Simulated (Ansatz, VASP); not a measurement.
Zn4Se3S: VASP beside Ansatz

Contents of INCAR:

```
PREC = Accurate
ENCUT = 520
EDIFF = 1E-6
ISMEAR = 0
SIGMA = 0.1
LREAL = False
LASPH = True
NELM = 60
ALGO = Normal
ISIF = 2
LWAVE = False
LCHARG = False
GGA = PE
NBANDS = 46
```

Contents of KPOINTS:

```
Automatic mesh
0
Gamma
  4 4 4
```

POSCAR

```
Zn4Se3S
1.0
   -2.8301563000      2.8301563000      5.6570906000
    2.8301563000     -2.8301563000      5.6570906000
    2.8301563000      2.8301563000     -5.6570906000
Zn Se S
4 3 1
Direct
    0.8633050000      0.3801690000      0.0000000000
    0.3801690000      0.8633050000      0.0000000000
    0.1366950000      0.1366950000      0.5168640000
    0.6198310000      0.6198310000      0.4831360000
    0.7500000000      0.2500000000      0.5000000000
    0.2500000000      0.7500000000      0.5000000000
    0.0000000000      0.0000000000      0.0000000000
    0.5000000000      0.5000000000      0.0000000000
```

Input for Ansatz:

```yaml
crystal:
  lattice:
    - [-2.8301563, 2.8301563, 5.6570906]
    - [2.8301563, -2.8301563, 5.6570906]
    - [2.8301563, 2.8301563, -5.6570906]
  atoms:
    - { symbol: Zn, position: [0.863305, 0.380169, 0.0] }
    - { symbol: Zn, position: [0.380169, 0.863305, 0.0] }
    - { symbol: Zn, position: [0.136695, 0.136695, 0.516864] }
    - { symbol: Zn, position: [0.619831, 0.619831, 0.483136] }
    - { symbol: Se, position: [0.75, 0.25, 0.5] }
    - { symbol: Se, position: [0.25, 0.75, 0.5] }
    - { symbol: Se, position: [0.0, 0.0, 0.0] }
    - { symbol: S, position: [0.5, 0.5, 0.0] }
basis:
  ecutwfc: 420
kpoints:
  mp_grid: { grid: [4, 4, 4] }
hamiltonian:
  xc: pbe
scf:
  occupations: { method: gaussian, width: 0.1 }
  lower_state_search: "off"
output:
  forces: true
  stress: true
  eigenvalues: true
```

Alike in both runs: task single point; functional PBE; k mesh 4 × 4 × 4; occupations gaussian, width 0.1 eV; no spin polarisation.

|  | VASP | Ansatz |
| --- | --- | --- |
| version | VASP 6.6.1 | Ansatz 0.2.0 |
| potentials or method | VASP PAW PBE potentials, release 64 (Zn, Se, S), cutoff 520 eV | scalar-relativistic, plane waves, PAW |
| valence electrons in the cell | 72 | 102 |

Ansatz gave:

| Item | Value |
| --- | --- |
| gap on the k mesh at the Fermi level (eV) | 1.34 |
| least direct gap on the mesh (eV) | 1.34 |
| pressure (GPa) | 0.0 |

Task: What did VASP give for the same quantities?

Result: gap on the k mesh at the Fermi level (eV): 1.34; least direct gap on the mesh (eV): 1.34; pressure (GPa): 0.2.

VASP's potentials hold 72 valence electrons a cell and Ansatz's 102, so a difference there can come from the potentials and not from the codes.
